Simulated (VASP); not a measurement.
A run of VASP 6.6.1 is set up as follows.

INCAR

```
PREC = Accurate ; ENCUT = 600
EDIFF = 1E-6 ; ISMEAR = 0
SIGMA = 0.1 ; LREAL = F
LASPH = T ; NELM = 80
ALGO = Normal ; ISIF = 3
LWAVE = F ; LCHARG = F
GGA = PE ; IBRION = 2
NSW = 100 ; EDIFFG = -0.01
```

KPOINTS

```
Automatic mesh
0
Gamma
  12 12 8
```

File POSCAR:

```
SbTe2O
1.0
    4.1158439645      0.0000000000      0.0000000000
    0.0000000000      4.1158439645      0.0000000000
    0.0000000000      0.0000000000      6.1017443486
Sb Te O
1 2 1
Direct
    0.0000000000      0.0000000000      0.0000000000
    0.0000000000      0.0000000000      0.5000000000
    0.5000000000      0.5000000000      0.0000000000
    0.5000000000      0.5000000000      0.5000000000
```

Potentials or basis: VASP PAW PBE potentials, release 64 (Sb, Te, O).

The run is started by

```sh
$ cat potpaw_PBE.64/Sb/POTCAR potpaw_PBE.64/Te/POTCAR potpaw_PBE.64/O/POTCAR > POTCAR
$ mpirun -np 1 vasp_std > vasp.out
```

**Question.** Estimate the relaxed volume.

**Answer.** 25.71 Å³/atom.

**Question.** What does it give for the relaxed cell?

**Answer.** a = 4.177 Å, b = 4.177 Å, c = 5.894 Å, α = 90.00°, β = 90.00°, γ = 90.00°.

**Question.** Estimate the space group after relaxing (to 0.05 Å).

**Answer.** P4/mmm (No. 123).

Final structure:
```yaml
crystal:
  lattice:
    - [4.17716, 0.00000, 0.00000]
    - [0.00000, 4.17716, 0.00000]
    - [0.00000, 0.00000, 5.89406]
  atoms:
    - { symbol: Sb, position: [0.00000, 0.00000, 0.00000] }
    - { symbol: Te, position: [0.00000, 0.00000, 0.50000] }
    - { symbol: Te, position: [0.50000, 0.50000, 0.00000] }
    - { symbol: O, position: [0.50000, 0.50000, 0.50000] }
```
